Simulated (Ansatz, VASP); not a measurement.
# One calculation of Si2As3, two programs

```xyz
10
Lattice="3.6798 0.0000 0.0000 -1.8399 3.1868 0.0000 0.0000 0.0000 22.7648" Properties=species:S:1:pos:R:3 pbc="T T T"
Si    0.0000    0.0000   16.9862
Si    0.0000    0.0000   14.6220
Si    0.0000    0.0000    5.7786
Si    0.0000    0.0000    8.1427
As    0.0000    2.1245    0.6857
As    1.8399    1.0623   22.0790
As    0.0000    2.1245   18.0925
As    0.0000    2.1245   13.5159
As    1.8399    1.0623    4.6723
As    1.8399    1.0623    9.2488
```

Alike in both runs: functional PBE; k mesh 12 × 12 × 2; no spin polarisation.

Ansatz relaxed the structure, and its values are those at the end. VASP's run is a single point on that final structure, the one shown.

|  | VASP | Ansatz |
| --- | --- | --- |
| version | VASP 6.6.1 | Ansatz 0.2.0 |
| potentials or method | VASP PAW PBE potentials, release 64 (Si, As), cutoff 520 eV | scalar-relativistic, plane waves, PAW |
| occupations | gaussian, width 0.01 eV | fixed |
| valence electrons in the cell | 46 | 106 |

|  | VASP | Ansatz | Ansatz less VASP |
| --- | --- | --- | --- |
| gap on the k mesh at the Fermi level (eV) | 1.00 | 1.01 | +0.017 |
| least direct gap on the mesh (eV) | 1.26 | 1.30 | +0.038 |
| pressure (GPa) | 0.2 | 0.0 | -0.19 |
| rms of the force components (eV/Å) | 0.030 | 0.000 | -0.0296 |

VASP's potentials hold 46 valence electrons a cell and Ansatz's 106, so a difference there can come from the potentials and not from the codes.
